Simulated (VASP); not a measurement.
Write the native input for VASP 6.6.1 that does the following.

```
Task                   : single point
Functional             : PBE
Potentials or basis    : VASP PAW PBE potentials, release 64 (Cu, O)
Cutoff                 : 520 eV
k mesh                 : 10 × 10 × 5
Occupations            : gaussian, width 0.016 eV
Spin                   : no spin polarisation
Dipole correction      : no
Further INCAR settings : ALGO = Normal; EDIFF = 1e-06; NBANDS = 25
```

The structure of CuO lies in POSCAR:

```
CuO
1.0
    2.3418500000     -1.7113000000      0.0000000000
    2.3418500000      1.7113000000      0.0000000000
   -0.8500274268      0.0000000000      5.0578693947
Cu O
2 2
Direct
    0.5000000000      0.0000000000      0.5000000000
    0.0000000000      0.5000000000      0.0000000000
    0.4184000000      0.5816000000      0.7500000000
    0.5816000000      0.4184000000      0.2500000000
```

The input as run:

INCAR

```
SYSTEM = CuO
PREC = Accurate
ENCUT = 520
EDIFF = 1E-6
ISMEAR = 0
SIGMA = 0.016
LREAL = .False.
LASPH = .True.
NELM = 100
ALGO = Normal
ISIF = 2
LWAVE = .False.
LCHARG = .False.
GGA = PE
NBANDS = 25
```

KPOINTS

```
Automatic mesh
0
Gamma
  10 10 5
  0 0 0
```

Potentials or basis: VASP PAW PBE potentials, release 64 (Cu, O).

Launch:

```bash
$ cat potpaw_PBE.64/Cu/POTCAR potpaw_PBE.64/O/POTCAR > POTCAR
$ mpirun -np 1 vasp_std > vasp.out
```

It gave:

* Pressure: 6.4 GPa
* Largest force: 0.219 eV/Å
* Band gap on the k mesh: zero (bands 17 and 18 overlap by 0.60 eV)

Caveat: the cell stands under pressure; semilocal functionals often make such compounds metallic where correlation or magnetic order opens a gap, which also shifts bond lengths.

Run time: 48 s on 1 thread of Intel(R) Xeon(R) 6975P-C (Granite Rapids), with other jobs on the host, peak memory 0.25 GiB.
